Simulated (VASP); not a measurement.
Here is a VASP 6.6.1 calculation.

File POSCAR:

```
Nb2B
1.0
    4.4076000000      0.0000000000      0.0000000000
   -2.2038000000      3.8171000000      0.0000000000
    0.0000000000      0.0000000000      2.6685500000
Nb B
2 1
Direct
    0.3333300000      0.6666700000      0.5000000000
    0.6666700000      0.3333300000      0.5000000000
    0.0000000000      0.0000000000      0.0000000000
```

The input INCAR.step1:

```
PREC = Accurate ; ENCUT = 520
ISMEAR = -1 ; SIGMA = 0.05
LREAL = False ; LASPH = True
NELM = 60 ; NBANDS = 22
GGA = PE ; ALGO = Normal
EDIFF = 1E-4 ; LWAVE = True
LCHARG = False
```

INCAR.step2

```
PREC = Accurate ; ENCUT = 520
EDIFF = 1E-6 ; ISMEAR = -1
SIGMA = 0.05 ; LREAL = False
LASPH = True ; NELM = 60
ALGO = Normal ; ISIF = 2
LWAVE = False ; LCHARG = False
METAGGA = R2SCAN ; LMIXTAU = True
NBANDS = 22 ; ISTART = 1
```

KPOINTS

```
Automatic mesh
0
Gamma
  7 7 10
```

Potentials or basis: VASP PAW PBE potentials, release 64 (Nb_sv, B).

Run with:

```console
$ cat potpaw_PBE.64/Nb_sv/POTCAR potpaw_PBE.64/B/POTCAR > POTCAR
$ cp INCAR.step1 INCAR
$ mpirun -np 1 vasp_std > vasp.out
$ cp INCAR.step2 INCAR
$ mpirun -np 1 vasp_std > vasp.out
```

Estimate the band gap on the k mesh.

zero (an odd number of electrons rules out a gap without spin polarisation).

Estimate the pressure.

-1.3 GPa.

Stress tensor (GPa, compression positive):
```
-1.60  0.00  0.00
 0.00 -1.59  0.00
 0.00  0.00 -0.75
```

Caveat: the PAW data sets were made with another functional, which shifts forces and pressure a little.
